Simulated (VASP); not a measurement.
Crystal: CdTe.

```xyz
2
Lattice="0.0000 3.3096 3.3096 3.3096 0.0000 3.3096 3.3096 3.3096 0.0000" Properties=species:S:1:pos:R:3 pbc="T T T"
Cd    0.0000    0.0000    0.0000
Te    1.6548    1.6548    1.6548
```

| Property | Result |
| --- | --- |
| Program | VASP 6.6.1 |
| Task | relaxation of cell and atoms |
| Functional | LDA |
| Potentials or basis | VASP PAW LDA potentials, release 64 (Cd, Te) |
| Cutoff | 500 eV |
| k mesh | 10 × 10 × 10 |
| Occupations | methfessel-paxton, width 0.02 eV |
| Spin | no spin polarisation |

At the start: pressure -3.4 GPa; volume 36.25 Å³/atom.

Problem. How do energy, volume and symmetry change on relaxing?

Solution. Over 3 steps the energy falls by 36.3 meV/atom and the volume is 33.09 Å³/atom (-8.7 %); space group F-43m (No. 216, to 0.05 Å).

The path:
| step | energy change (eV) | largest force (eV/Å) | pressure (GPa) | volume (Å³) |
| --- | --- | --- | --- | --- |
| 1 | 0.0000 | 0.0000 | -3.38 | 72.51 |
| 2 | -0.0682 | 0.0000 | 1.03 | 64.78 |
| 3 | -0.0726 | 0.0000 | 0.00 | 66.17 |

Final structure:
```cif
data_structure
_symmetry_space_group_name_H-M 'P 1'
_symmetry_Int_Tables_number 1
_cell_length_a 4.5401
_cell_length_b 4.5401
_cell_length_c 4.5401
_cell_angle_alpha 60.000
_cell_angle_beta 60.000
_cell_angle_gamma 60.000
_cell_volume 66.17
loop_
_atom_site_label
_atom_site_type_symbol
_atom_site_fract_x
_atom_site_fract_y
_atom_site_fract_z
_atom_site_occupancy
Cd1 Cd 0.00000 0.00000 0.00000 1
Te1 Te 0.25000 0.25000 0.25000 1
```
